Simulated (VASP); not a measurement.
Input of a VASP 6.6.1 run:

The input INCAR:

```
ALGO     = Normal         # electronic algorithm
EDIFF    = 1E-7           # SCF threshold, eV
ENCUT    = 520            # plane-wave cutoff, eV
GGA      = PE             # functional
ISIF     = 2              # what is computed and relaxed
ISMEAR   = 0              # smearing method
LASPH    = T              # aspherical terms in the spheres
LCHARG   = F              # write CHGCAR
LREAL    = F              # projectors in reciprocal space
LWAVE    = F              # write WAVECAR
NBANDS   = 21             # bands
NELM     = 100            # most SCF steps
PREC     = Accurate       # precision mode
SIGMA    = 0.1            # smearing width, eV
```

File KPOINTS:

```
k-points
0
Gamma
  12 12 14
```

Contents of POSCAR:

```
Y2S
1.0
    5.0790705525      0.0000000000      0.0000000000
   -2.5395352762      4.3986041261      0.0000000000
    0.0000000000      0.0000000000      3.2360450428
Y S
2 1
Direct
    0.3333333333      0.6666666667      0.5000000000
    0.6666666667      0.3333333333      0.5000000000
    0.0000000000      0.0000000000      0.0000000000
```

Potentials or basis: VASP PAW PBE potentials, release 64 (Y_sv, S).

Command:

```console
$ cat potpaw_PBE.64/Y_sv/POTCAR potpaw_PBE.64/S/POTCAR > POTCAR
$ mpirun -np 1 vasp_std > vasp.out
```

**Question.** Predict the band gap on the k mesh.

**Answer.** Zero (band 14 reaches 5.48 eV, above the bottom of band 15 at 4.37 eV).

**Question.** Predict the pressure.

**Answer.** 0.0 GPa.

Stress tensor (GPa, compression positive):
```
 0.00  0.00  0.00
 0.00  0.00  0.00
 0.00  0.00 -0.08
```
